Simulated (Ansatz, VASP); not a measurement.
## InP in VASP and in Ansatz

```
CELL_PARAMETERS angstrom
0.00000 2.89089 2.89089
2.89089 0.00000 2.89089
2.89089 2.89089 0.00000
ATOMIC_POSITIONS crystal
In 0.00000 0.00000 0.00000
P 0.75000 0.75000 0.75000
```

Alike in both runs: task single point; functional LDA; k mesh 8 × 8 × 8; occupations fermi-dirac, width 0.05 eV; non-collinear spin, spin-orbit coupling.

|  | VASP | Ansatz |
| --- | --- | --- |
| version | VASP 6.6.1 | Ansatz 0.2.0 |
| potentials or method | VASP PAW LDA potentials, release 64 (In_d, P) | Ansatz PAW |
| plane-wave cutoff (eV) | 520 | 420 |
| valence electrons in the cell | 18 | 18 |

```csv
,VASP,Ansatz,Ansatz less VASP
pressure (GPa),1.7,1.7,-0.06
```

LDA's correlation is that of Perdew and Zunger in VASP and of Perdew and Wang (1992) in Ansatz.
